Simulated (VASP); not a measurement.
Here is a VASP 6.6.1 calculation.

The input INCAR:

```
PREC     = Accurate       # precision mode
ENCUT    = 600            # plane-wave cutoff, eV
EDIFF    = 1E-6           # SCF threshold, eV
ISMEAR   = -1             # smearing method
SIGMA    = 0.1            # smearing width, eV
LREAL    = F              # projectors in reciprocal space
LASPH    = T              # aspherical terms in the spheres
NELM     = 120            # most SCF steps
ALGO     = Normal         # electronic algorithm
ISIF     = 2              # what is computed and relaxed
LWAVE    = F              # write WAVECAR
LCHARG   = T              # write CHGCAR
GGA      = CA             # functional
LELF     = T              # ELF
LVHAR    = T            
NBANDS   = 14             # bands
GGA_COMPAT= F
```

File KPOINTS:

```
regular mesh
0
Gamma
  6 6 6
```

File POSCAR:

```
MgTl
1.0
    3.6280000000      0.0000000000      0.0000000000
    0.0000000000      3.6280000000      0.0000000000
    0.0000000000      0.0000000000      3.6280000000
Mg Tl
1 1
Direct
    0.0000000000      0.0000000000      0.0000000000
    0.5000000000      0.5000000000      0.5000000000
```

Potentials or basis: VASP PAW LDA potentials, release 64 (Mg, Tl_d).

Command:

```console
$ cat potpaw_LDA.64/Mg/POTCAR potpaw_LDA.64/Tl_d/POTCAR > POTCAR
$ mpirun -np 1 vasp_std > vasp.out
```

Question: Predict the pressure.

Answer: -1.9 GPa.

Question: What does it give for the band gap on the k mesh?

Answer: Zero (an odd number of electrons rules out a gap without spin polarisation).

Caveat: spin-orbit coupling is left out, which moves the levels of the heavy elements.
